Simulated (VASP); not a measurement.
Input of a VASP 6.6.1 run:

The input INCAR:

```
PREC = Accurate
ENCUT = 520
EDIFF = 1E-7
ISMEAR = 0
SIGMA = 0.02
LREAL = F
LASPH = T
NELM = 100
ALGO = Normal
ISIF = 2
LWAVE = F
LCHARG = F
GGA = PE
NBANDS = 22
```

Contents of KPOINTS:

```
Automatic mesh
0
Gamma
  8 8 4
  0.5 0.5 0.5
```

File POSCAR:

```
F
1.0
    2.7500000000     -1.6400000000      0.0000000000
    2.7500000000      1.6400000000      0.0000000000
   -1.5347200000      0.0000000000      7.1163900000
F
4
Direct
    0.9680000000      0.6020000000      0.0997000000
    0.3980000000      0.0320000000      0.4003000000
    0.0320000000      0.3980000000      0.9003000000
    0.6020000000      0.9680000000      0.5997000000
```

Potentials or basis: VASP PAW PBE potentials, release 64 (F).

Launch:

```console
$ cat potpaw_PBE.64/F/POTCAR > POTCAR
$ mpirun -np 1 vasp_std > vasp.out
```

(1) What does it give for the largest force?

(2) What does it give for the band gap on the k mesh?

(3) What does it give for the pressure?

Results:

(1) 1.665 eV/Å.

(2) 1.97 eV (least direct gap 1.98 eV).

(3) -4.0 GPa.

Caveat: the cell stands under tension; a shifted mesh leaves out Γ, where band edges can lie; forces of over 1 eV/Å act on the atoms, so gaps and moduli don't describe the material at rest.
